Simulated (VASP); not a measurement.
A run of VASP 6.6.1:

The input INCAR:

```
ALGO = Normal
EDIFF = 1E-7
ENCUT = 520
GGA = PE
ISIF = 2
ISMEAR = 0
LASPH = True
LCHARG = False
LREAL = False
LWAVE = False
NBANDS = 11
NELM = 80
PREC = Accurate
SIGMA = 0.05
```

The input KPOINTS:

```
k-points
0
Gamma
  10 10 10
```

The input POSCAR:

```
Si
1.0
    0.0000000000      2.7018729524      2.8021124390
    2.7018729524      0.0000000000      2.8021124390
    2.7018729524      2.7018729524      0.0000000000
Si
2
Direct
    0.5000000000      0.5000000000      0.5000000000
    0.7500000000      0.7500000000      0.7500000000
```

Potentials or basis: VASP PAW PBE potentials, release 64 (Si).

The run is started by

```sh
$ cat potpaw_PBE.64/Si/POTCAR > POTCAR
$ mpirun -np 1 vasp_std > vasp.out
```

Hardware: 1 thread of Intel(R) Xeon(R) 6975P-C (Granite Rapids), with other jobs on the host.

Problem. How long does it take, and how much memory?

Solution. Wall time 27 s on 1 thread of Intel(R) Xeon(R) 6975P-C (Granite Rapids) (shared host), peak memory 0.17 GiB. Counts: scf iterations 13, k points 102.
